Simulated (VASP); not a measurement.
# TmSb2Cl2 (P4/mmm) in VASP: notebook, part 2 of 2

VASP 6.6.1. The steps go on from the part before.

### 3 Single point, PBE

This run uses another cell than the first one, of 28.65 Å³/atom.

Contents of INCAR:

```
PREC = Accurate ; ENCUT = 500
EDIFF = 1E-6 ; ISMEAR = 0
SIGMA = 0.1 ; LREAL = False
LASPH = True ; NELM = 200
ALGO = Normal ; ISIF = 2
LWAVE = False ; LCHARG = False
GGA = PE ; NBANDS = 24
GGA_COMPAT = False ; LMAXMIX = 6
```

Contents of KPOINTS:

```
regular mesh
0
Gamma
  8 8 8
```

Contents of POSCAR:

```
TmSb2Cl2
1.0
    4.9828054260      0.0000000000      0.0000000000
    0.0000000000      4.9828054260      0.0000000000
    0.0000000000      0.0000000000      5.7698296070
Tm Sb Cl
1 2 2
Direct
    0.0000000000      0.0000000000      0.0000000000
    0.0000000000      0.5000000000      0.5000000000
    0.5000000000      0.0000000000      0.5000000000
    0.5000000000      0.5000000000      0.2388501856
    0.5000000000      0.5000000000      0.7611498144
```

Potentials or basis: VASP PAW PBE potentials, release 64 (Tm_3, Sb, Cl), 4f in core.

Command:

```
cat potpaw_PBE.64/Tm_3/POTCAR potpaw_PBE.64/Sb/POTCAR potpaw_PBE.64/Cl/POTCAR > POTCAR
mpirun -np 1 vasp_std > vasp.out
```

OUTCAR:

```text
PREC = Accurate
   ENCUT = 500
   EDIFF = 1E-6
   ISMEAR = 0
   LREAL = False
   LASPH = True
   NELM = 200
   ISIF = 2
   GGA = PE

 ion  position               nearest neighbor table
   1  0.000  0.000  0.000-
   2  0.000  0.500  0.500-   4 2.91   5 2.91   4 2.91   5 2.91   3 3.52   3 3.52   3 3.52   3 3.52

   3  0.500  0.000  0.500-   4 2.91   5 2.91   4 2.91   5 2.91   2 3.52   2 3.52   2 3.52   2 3.52

   4  0.500  0.500  0.239-   2 2.91   3 2.91   3 2.91   2 2.91
   5  0.500  0.500  0.761-   2 2.91   3 2.91   3 2.91   2 2.91

  LATTYP: Found a simple tetragonal cell.
 ALAT       =     4.9828054260
 C/A-ratio  =     1.1579480059

  Lattice vectors:

 A1 = (   4.9828054260,   0.0000000000,   0.0000000000)
 A2 = (   0.0000000000,   4.9828054260,   0.0000000000)
 A3 = (   0.0000000000,   0.0000000000,   5.7698296070)

Analysis of symmetry for initial positions (statically):
=====================================================================
 Subroutine PRICEL returns:
 Original cell was already a primitive cell.

 Routine SETGRP: Setting up the symmetry group for a
 simple tetragonal supercell.

 Subroutine GETGRP returns: Found 16 space group operations
 (whereof 16 operations were pure point group operations)
 out of a pool of 16 trial point group operations.

The static configuration has the point symmetry D_4h.

Analysis of symmetry for dynamics (positions and initial velocities):
=====================================================================
 Subroutine PRICEL returns:
 Original cell was already a primitive cell.

 Routine SETGRP: Setting up the symmetry group for a
 simple tetragonal supercell.

 Subroutine GETGRP returns: Found 16 space group operations
 (whereof 16 operations were pure point group operations)
 out of a pool of 16 trial point group operations.

The dynamic configuration has the point symmetry D_4h.

 Subroutine INISYM returns: Found 16 space group operations
 (whereof 16 operations are pure point group operations),
 and found     1 'primitive' translations

----------------------------------------------------------------------------------------

                                     Primitive cell

  volume of cell :     143.2553

  direct lattice vectors                    reciprocal lattice vectors
     4.982805426  0.000000000  0.000000000     0.200690156  0.000000000  0.000000000
     0.000000000  4.982805426  0.000000000     0.000000000  0.200690156  0.000000000
     0.000000000  0.000000000  5.769829607     0.000000000  0.000000000  0.173315343

  length of vectors
     4.982805426  4.982805426  5.769829607     0.200690156  0.200690156  0.173315343

  position of ions in fractional coordinates (direct lattice)
     0.000000000  0.000000000  0.000000000
     0.000000000  0.500000000  0.500000000
     0.500000000  0.000000000  0.500000000
     0.500000000  0.500000000  0.238850186
     0.500000000  0.500000000  0.761149814

  ion indices of the primitive-cell ions
   primitive index   ion index
[... 25 lines left out ...]
     0.000000000  0.000000000  0.000000000

 Subroutine IBZKPT returns following result:
 ===========================================

 Found     75 irreducible k-points:

 Following reciprocal coordinates:
            Coordinates               Weight
  0.000000  0.000000  0.000000      1.000000
  0.125000  0.000000  0.000000      4.000000
  0.250000  0.000000  0.000000      4.000000
  0.375000  0.000000  0.000000      4.000000
  0.500000  0.000000  0.000000      2.000000
  0.125000  0.125000  0.000000      4.000000
[... 16 lines left out ...]
  0.375000  0.125000  0.125000     16.000000
  0.500000  0.125000  0.125000      8.000000
 [... further k-points ...]
   k-points           NKPTS =     75   k-points in BZ     NKDIM =     75   number of bands    NBANDS=     24
   number of dos      NEDOS =    301   number of ions     NIONS =      5
   total plane-waves  NPLWV =  54432
   dimension x,y,z NGX =    36 NGY =   36 NGZ =   42
   dimension x,y,z NGXF=    72 NGYF=   72 NGZF=   84
   ions per type =               1   2   2
   NGX,Y,Z   is equivalent  to a cutoff of  12.01, 12.01, 12.10 a.u.
   NGXF,Y,Z  is equivalent  to a cutoff of  24.02, 24.02, 24.20 a.u.
 SYSTEM =  unknown system
   PREC   = accura    normal or accurate (medium, high low for compatibility)
   ISTART =      0    job   : 0-new  1-cont  2-samecut
   ICHARG =      2    charge: 1-file 2-atom 10-const
   ISPIN  =      1    spin polarized calculation?
   LNONCOLLINEAR =      F non collinear calculations
   LSORBIT =      F    spin-orbit coupling
   LASPH  =      T    aspherical Exc in radial PAW
   ENCUT  =  500.0 eV  36.75 Ry    6.06 a.u.   9.08  9.08 10.52*2*pi/ulx,y,z
   NELM   =    200;   NELMIN=  2; NELMDL= -5     # of ELM steps
   EDIFF  = 0.1E-05   stopping-criterion for ELM
   LREAL  =      F    real-space projection
   EDIFFG = 0.1E-04   stopping-criterion for IOM
   NSW    =      0    number of steps for IOM
   IBRION =     -1    ionic relax: 0-MD 1-quasi-New 2-CG
   NFREE  =      0    steps in history (QN), initial steepest desc. (CG)
   ISIF   =      2    stress and relaxation
   ISYM   =      2    0-nonsym 1-usesym 2-fastsym
   POTIM  = 0.5000    time-step for ionic-motion
   TEBEG  =    0.0;   TEEND  =   0.0 temperature during run
   PSTRESS=    0.0 pullay stress
   NELECT =      33.0000    total number of electrons
   NUPDOWN=      -1.0000    fix difference up-down
   EMIN   =  10.00;   EMAX   =-10.00  energy-range for DOS
   EFERMI =   0.00;   METHOD = LEGACY
   ISMEAR =     0;   SIGMA  =   0.10  broadening in eV -4-tet -1-fermi 0-gaus
   EFERMI_NEDOS =   21; number of points for ismear=-14 and -15
   IALGO  =     38    algorithm
   IMIX   =      4    mixing-type and parameters
     AMIX     =   0.40;   BMIX     =  1.00
     AMIX_MAG =   1.60;   BMIX_MAG =  1.00
  volume/ion in A,a.u.               =      28.65       193.35
  Fermi-wavevector in a.u.,A,eV,Ry     =   1.003558  1.896450 13.702821  1.007129
  Thomas-Fermi vector in A             =   2.136118
   LORBIT       =      0    0 simple, 1 ext, 2 COOP (PROOUT), +10 PAW based schemes
   GGA     = PE    functional components
   LHFCALC =     F    Hartree Fock is set to
   AEXX    =    0.0000 exact exchange contribution
   IVDW    =     0    specifies the selected vdW correction
   LEPSILON=     F    determine dielectric tensor
   LRPA    =     F    only Hartree local field effects (RPA)
 non-spin polarized calculation
 Gauss-broadening in eV      SIGMA  =   0.10
  energy-cutoff  :      500.00
  volume of cell :      143.26
 maximum number of plane-waves:      3677
   NGX = 19   NGY = 19   NGZ = 21

 number of electron      33.0000000 magnetization

 Free energy of the ion-electron system (eV)
  ---------------------------------------------------
  ext. energy  EPLUGINS =         0.00000000
  ---------------------------------------------------
  free energy    TOTEN  =       -15.72639598 eV

  energy without entropy =      -15.71585951  energy(sigma->0) =      -15.72112775

 E-fermi :   5.1275     XC(G=0):  -9.2815

 val. band max:        5.1032454943   @ k =   0.3750   0.3750   0.1250
 cond. band min:       5.1330602102   @ k =   0.5000   0.0000   0.0000
 fundamental gap:      0.0298147159
 Fermi energy:         5.1274759139

 k-point     1 :       0.0000    0.0000    0.0000
  band No.  band energies     occupation
      1     -22.5468      2.00000
      2     -22.5468      2.00000
      3     -22.4637      2.00000
      4     -11.8532      2.00000
      5     -10.5491      2.00000
      6      -4.8927      2.00000
[... 637 lines left out ...]
     23       7.1005      0.00000
     24       7.6991      0.00000

 [... further k-points ...]

------------------------ aborting loop because EDIFF is reached ----------------------------------------

  FORCE on cell =-STRESS in cart. coord.  units (eV):
  Direction    XX          YY          ZZ          XY          YZ          ZX
  --------------------------------------------------------------------------------------
  -------------------------------------------------------------------------------------
  Total       -0.1130476     -0.1130476     -0.0604289      0.0000000      0.0000000      0.0000000
  in kB       -1.2643320     -1.2643320     -0.6758406      0.0000000      0.0000000      0.0000000
  external PRESSURE =      -1.0681682 kB  Pullay stress =       0.0000000 kB

 VOLUME and BASIS-vectors are now :
 -----------------------------------------------------------------------------
  energy-cutoff  :      500.00
  volume of cell :      143.26
      direct lattice vectors                 reciprocal lattice vectors
     4.982805426  0.000000000  0.000000000     0.200690156  0.000000000  0.000000000
     0.000000000  4.982805426  0.000000000     0.000000000  0.200690156  0.000000000
     0.000000000  0.000000000  5.769829607     0.000000000  0.000000000  0.173315343

 POSITION                                       TOTAL-FORCE (eV/Angst)
 -----------------------------------------------------------------------------------
      0.00000      0.00000      0.00000         0.000000      0.000000     -0.000000
      0.00000      2.49140      2.88491         0.000000      0.000000     -0.000000
      2.49140      0.00000      2.88491         0.000000      0.000000     -0.000000
      2.49140      2.49140      1.37812         0.000000      0.000000      0.022812
      2.49140      2.49140      4.39170         0.000000     -0.000000     -0.022812
 -----------------------------------------------------------------------------------
    total drift:                                0.000000      0.000000      0.000000

  FREE ENERGIE OF THE ION-ELECTRON SYSTEM (eV)
  ---------------------------------------------------
  free  energy   TOTEN  =       -15.7263959824 eV

  energy  without entropy=      -15.7158595117  energy(sigma->0) =      -15.72112775
```

OSZICAR:

```text
N       E                     dE             d eps       ncg     rms          rms(c)
DAV:   1     0.246640862667E+03    0.24664E+03   -0.12084E+04  3640   0.113E+03
DAV:   2     0.195563124099E+02   -0.22708E+03   -0.21408E+03  4712   0.311E+02
DAV:   3    -0.145940587398E+02   -0.34150E+02   -0.32336E+02  5064   0.884E+01
DAV:   4    -0.165518576598E+02   -0.19578E+01   -0.19307E+01  5072   0.255E+01
DAV:   5    -0.166249356566E+02   -0.73078E-01   -0.72923E-01  4896   0.446E+00    0.142E+01
DAV:   6    -0.157816191417E+02    0.84332E+00   -0.16726E+00  5584   0.582E+00    0.832E+00
DAV:   7    -0.157339939672E+02    0.47625E-01   -0.41741E-01  5416   0.304E+00    0.245E+00
DAV:   8    -0.157276062047E+02    0.63878E-02   -0.71331E-02  5296   0.131E+00    0.553E-01
DAV:   9    -0.157266177278E+02    0.98848E-03   -0.14969E-02  5584   0.617E-01    0.134E-01
DAV:  10    -0.157263631116E+02    0.25462E-03   -0.10954E-03  5336   0.174E-01    0.860E-02
DAV:  11    -0.157263914816E+02   -0.28370E-04   -0.28429E-04  5936   0.854E-02    0.254E-02
DAV:  12    -0.157263958251E+02   -0.43435E-05   -0.16203E-05  5152   0.193E-02    0.935E-03
DAV:  13    -0.157263959824E+02   -0.15729E-06   -0.22934E-06  3760   0.797E-03
   1 F= -.15726396E+02 E0= -.15721128E+02  d E =-.105365E-01
```

stdout:

```text
POSCAR found type information on POSCAR TmSbCl
 POSCAR found :  3 types and       5 ions
 scaLAPACK will be used
 LDA part: xc-table for (Slater+PW92), standard interpolation
 POSCAR, INCAR and KPOINTS ok, starting setup
 FFT: planning ... GRIDC
 FFT: planning ... GRID_SOFT
 FFT: planning ... GRID
 WAVECAR not read
 entering main loop
```

Wall time 2.6 min (1 thread of Intel Xeon Platinum 8488C (Sapphire Rapids), shared host); peak memory 0.39 GiB.

Results:

| Quantity | Value |
| --- | --- |
| Free energy | -15.7264 eV |
| Pressure | -0.1 GPa |
| Largest force | 0.023 eV/Å |
| Band gap on the k mesh | zero (an odd number of electrons rules out a gap without spin polarisation) |

Forces on the atoms (eV/Å):
```
Tm   0.000  0.000  0.000
Sb   0.000  0.000  0.000
Sb   0.000  0.000  0.000
Cl   0.000  0.000  0.023
Cl   0.000  0.000 -0.023
```

Levels at points of the mesh, in eV from the Fermi level:
```csv
k point,band 13,band 14,band 15,band 16,band 17,band 18,band 19,band 20,band 21,band 22
"(0.00, 0.00, 0.00)",-2.28,-1.23,-0.85,-0.85,-0.35,-0.27,0.56,1.00,1.32,1.36
"(0.50, 0.00, 0.00)",-1.97,-1.85,-1.34,-1.34,0.01,0.70,0.77,0.81,0.99,1.88
"(0.50, 0.50, 0.00)",-3.59,-1.66,-0.38,0.28,0.28,1.22,1.52,1.91,2.04,2.45
"(0.00, 0.00, 0.50)",-3.67,-3.37,-1.63,-0.87,-0.87,1.19,1.42,1.69,1.69,2.54
"(0.50, 0.00, 0.50)",-2.97,-1.70,-1.62,-1.15,-0.59,0.86,0.89,1.46,1.70,1.82
"(0.50, 0.50, 0.50)",-2.92,-2.92,-0.80,0.71,0.71,0.73,1.31,1.48,1.48,1.74
```

Caveat: spin-orbit coupling is left out, which moves the levels of the heavy elements; the 4f electrons are frozen in the core, so they carry no moment and show no levels; an odd number of electrons without spin polarisation forces a metal; a magnetic or distorted state may lie lower; the run has no spin polarisation, though such a crystal can be magnetic. With open d or f shells a metallic result of PBE can be an artefact of self-interaction; +U or a hybrid may open a gap.

### 4 Relaxation of cell and atoms, PBE

This run uses another cell than the first one, of 28.68 Å³/atom.

Contents of INCAR:

```
ALGO = Normal ; EDIFF = 1E-7
EDIFFG = -0.01 ; ENCUT = 500
GGA = PE ; GGA_COMPAT = F
IBRION = 2 ; ISIF = 3
ISMEAR = 0 ; LASPH = T
LCHARG = F ; LMAXMIX = 6
LREAL = F ; LWAVE = F
NELM = 200 ; NELMIN = 4
NSW = 100 ; PREC = Accurate
SIGMA = 0.1
```

Contents of KPOINTS:

```
k-points
0
Gamma
  8 8 6
```

Contents of POSCAR:

```
TmSb2Cl2
1.0
    4.9483664998      0.0000000000      0.0000000000
    0.0000000000      4.9483664998      0.0000000000
    0.0000000000      0.0000000000      5.8557662480
Tm Sb Cl
1 2 2
Direct
    0.0000000000      0.0000000000      0.0000000000
    0.0000000000      0.5000000000      0.5000000000
    0.5000000000      0.0000000000      0.5000000000
    0.5000000000      0.5000000000      0.2361941618
    0.5000000000      0.5000000000      0.7638058382
```

Command:

```
cat potpaw_PBE.64/Tm_3/POTCAR potpaw_PBE.64/Sb/POTCAR potpaw_PBE.64/Cl/POTCAR > POTCAR
mpirun -np 1 vasp_std > vasp.out
```

Wall time 8.1 min (1 thread of Intel Xeon Platinum 8488C (Sapphire Rapids), shared host); peak memory 0.38 GiB.

Results (log left out):

```yaml
Free_energy: -15.7300 eV
Relaxed_volume: 28.56 Å³/atom
Relaxed_cell: a = 4.977 Å, b = 4.977 Å, c = 5.765 Å, α = 90.00°, β = 90.00°, γ = 90.00°
Space_group_after_relaxing_to_0.1_Å: P4/mmm (No. 123)
Energy_gained_by_relaxing: 1.5 meV/atom
Ionic_steps: 7
Pressure_after_relaxing: 0.0 GPa
Band_gap_on_the_k_mesh: zero (an odd number of electrons rules out a gap without spin polarisation)
```

The path:
| step | energy change (eV) | largest force (eV/Å) | pressure (GPa) | volume (Å³) |
| --- | --- | --- | --- | --- |
| 1 | 0.0000 | 0.0909 | -0.27 | 143.39 |
| 2 | -0.0043 | 0.0670 | 0.05 | 142.40 |
| 3 | -0.0053 | 0.0467 | 0.28 | 141.68 |
| 4 | -0.0074 | 0.0388 | 0.10 | 142.38 |
| 5 | -0.0076 | 0.0321 | 0.01 | 142.75 |
| 6 | -0.0076 | 0.0325 | 0.01 | 142.73 |
| 7 | -0.0077 | 0.0019 | 0.00 | 142.82 |

Final structure:
```
CELL_PARAMETERS angstrom
4.97750 0.00000 0.00000
0.00000 4.97750 0.00000
0.00000 0.00000 5.76453
ATOMIC_POSITIONS crystal
Tm 0.00000 0.00000 0.00000
Sb 0.00000 0.50000 0.50000
Sb 0.50000 0.00000 0.50000
Cl 0.50000 0.50000 0.23907
Cl 0.50000 0.50000 0.76093
```

Levels at points of the mesh, in eV from the Fermi level:
| k point | band 13 | band 14 | band 15 | band 16 | band 17 | band 18 | band 19 | band 20 |
| --- | --- | --- | --- | --- | --- | --- | --- | --- |
| (0.00, 0.00, 0.00) | -2.30 | -1.24 | -0.86 | -0.86 | -0.36 | -0.28 | 0.55 | 1.00 |
| (0.50, 0.00, 0.00) | -1.99 | -1.86 | -1.36 | -1.36 | -0.01 | 0.69 | 0.76 | 0.80 |
| (0.50, 0.50, 0.00) | -3.60 | -1.68 | -0.39 | 0.27 | 0.27 | 1.22 | 1.51 | 1.90 |
| (0.00, 0.00, 0.50) | -3.71 | -3.38 | -1.65 | -0.88 | -0.88 | 1.19 | 1.42 | 1.69 |
| (0.50, 0.00, 0.50) | -2.99 | -1.72 | -1.64 | -1.16 | -0.60 | 0.86 | 0.88 | 1.45 |
| (0.50, 0.50, 0.50) | -2.93 | -2.93 | -0.81 | 0.70 | 0.70 | 0.72 | 1.31 | 1.47 |

Caveat: spin-orbit coupling is left out, which moves the levels of the heavy elements; the 4f electrons are frozen in the core, so they carry no moment and show no levels; an odd number of electrons without spin polarisation forces a metal; a magnetic or distorted state may lie lower; the run has no spin polarisation, though such a crystal can be magnetic.

### 5 Summary

| task | cell | k mesh | gap on the mesh (eV) | pressure (GPa) | relaxed volume (Å³/atom) |
| --- | --- | --- | --- | --- | --- |
| relaxation of cell and atoms | relaxed from a = 4.854, b = 4.854, c = 6.584 Å, 5 atoms, atomic positions A | 4 × 4 × 4 | none | 0.0 | 28.57 |
| single point | a = 4.983, b = 4.983, c = 5.770 Å, 5 atoms, atomic positions B | 8 × 8 × 8 | none | -0.1 | - |
| relaxation of cell and atoms | relaxed from a = 4.948, b = 4.948, c = 5.856 Å, 5 atoms, atomic positions C | 8 × 8 × 6 | none | 0.0 | 28.56 |

Alike in all rows: level PBE; potentials or basis VASP PAW PBE potentials, release 64 (Tm_3, Sb, Cl), 4f in core; no spin polarisation; cutoff (eV) 500; smearing gaussian 0.1 eV.

Caveats: spin-orbit coupling is left out, which moves the levels of the heavy elements; the 4f electrons are frozen in the core, so they carry no moment and show no levels; an odd number of electrons without spin polarisation forces a metal; a magnetic or distorted state may lie lower; the run has no spin polarisation, though such a crystal can be magnetic.

Absolute energies hang on the potentials; compare differences alone.

The gap in the log of VASP goes by the Fermi energy; the results here count the filled bands.